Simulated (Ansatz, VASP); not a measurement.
# KCl: VASP beside Ansatz

Contents of INCAR:

```
SYSTEM = KCl
PREC = Accurate ; ENCUT = 400
EDIFF = 1E-8 ; ISMEAR = -1
SIGMA = 0.02 ; LREAL = .FALSE.
LASPH = .TRUE. ; NELM = 120
ALGO = Normal ; ISIF = 2
LWAVE = .FALSE. ; LCHARG = .FALSE.
GGA = PE ; LEFG = .TRUE.
NBANDS = 15 ; GGA_COMPAT = .FALSE.
```

Contents of KPOINTS:

```
regular mesh
0
G
  7 7 7
  0 0 0
```

POSCAR

```
KCl
1.0
    3.7052729967      0.0000000000      0.0000000000
    0.0000000000      3.7052729967      0.0000000000
    0.0000000000      0.0000000000      3.7052729967
K Cl
1 1
Direct
    0.0000000000      0.0000000000      0.0000000000
    0.5000000000      0.5000000000      0.5000000000
```

Input for Ansatz:

```yaml
crystal:
  lattice:
    - [3.7052729967, 0.0, 0.0]
    - [0.0, 3.7052729967, 0.0]
    - [0.0, 0.0, 3.7052729967]
  atoms:
    - { symbol: K, position: [0.0, 0.0, 0.0] }
    - { symbol: Cl, position: [0.5, 0.5, 0.5] }
kpoints:
  mp_grid: { grid: [7, 7, 7] }
scf:
  occupations: { method: fermi_dirac, width: 0.02 }
hamiltonian:
  xc: pbe
  pseudopotentials: { kind: all_electron, datasets: crystal }
output:
  forces: true
  stress: true
  eigenvalues: true
  efg: { contact_densities: true }
```

Change from the starting cell: volume scaled by 1.06, crystal datasets.

Alike in both runs: task electric field gradients; functional PBE; k mesh 7 × 7 × 7; occupations fermi-dirac, width 0.02 eV; no spin polarisation.

```csv
,VASP,Ansatz
version,VASP 6.6.1,Ansatz 0.2.0
potentials or method,"VASP PAW PBE potentials, release 64 (K_sv, Cl), cutoff 400 eV","all-electron PAW with datasets made for the crystal, scalar-relativistic"
```

|  | VASP | Ansatz | Ansatz less VASP |
| --- | --- | --- | --- |
| gap on the k mesh at the Fermi level (eV) | 5.30 | 5.31 | +0.004 |
| pressure (GPa) | 2.5 | 2.5 | -0.04 |

Ansatz ran all-electron here, and VASP with PAW potentials.
